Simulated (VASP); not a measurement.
Bi:

```
Bi
1.0
     2.23685    1.29145    3.88478
    -2.23685    1.29145    3.88478
     0.00000   -2.58290    3.88478
Bi
2
Cartesian
  0.0000 0.0000 8.9272
  0.0000 0.0000 2.7271
```

Base run:

```yaml
Program: VASP 6.6.1
Functional: r2SCAN
Potentials_or_basis: VASP PAW PBE potentials, release 64 (Bi_d)
Cutoff: 520 eV
k_mesh: 7 × 7 × 7
Occupations: fermi-dirac, width 0.05 eV
Spin: no spin polarisation
```

Its results: pressure 3.5 GPa; largest force 0.233 eV/Å.

Question: The run is repeated on the same cell with these changes: functional from r2SCAN to LDA; potentials or basis from VASP PAW PBE potentials, release 64 (Bi_d) to VASP PAW LDA potentials, release 64 (Bi_d). What comes out?

Answer: Pressure 0.6 GPa; largest force 0.262 eV/Å.

Caveats: the cell stands under pressure (at least some runs); the PAW data sets were made with another functional, which shifts forces and pressure a little (at least some runs).
